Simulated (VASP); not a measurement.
Here is a VASP 6.6.1 calculation.

File INCAR:

```
SYSTEM = Fe
PREC = Accurate ; ENCUT = 520
EDIFF = 1E-8 ; ISMEAR = -1
SIGMA = 0.08 ; LREAL = .False.
LASPH = .True. ; NELM = 150
ALGO = Normal ; ISIF = 2
LWAVE = .False. ; LCHARG = .False.
ISPIN = 2 ; MAGMOM = 2.1
LORBIT = 11 ; LMAXMIX = 4
GGA = PS ; NBANDS = 14
IBRION = 8 ; NSW = 1
```

The input KPOINTS:

```
regular mesh
0
Gamma
  24 24 24
  0 0 0
```

File POSCAR:

```
Fe
1.0
   -1.4003073346      1.4003073346      1.4003073346
    1.4003073346     -1.4003073346      1.4003073346
    1.4003073346      1.4003073346     -1.4003073346
Fe
1
Direct
    0.0000000000      0.0000000000      0.0000000000
```

Potentials or basis: VASP PAW PBE potentials, release 64 (Fe).

Launch:

```bash
$ cat potpaw_PBE.64/Fe/POTCAR > POTCAR
$ mpirun -np 1 vasp_std > vasp.out
```

(1) What does it give for the net moment?

(2) What does it give for the site moments?

Results:

(1) 2.13 μB per cell.

(2) Fe +2.11 μB.
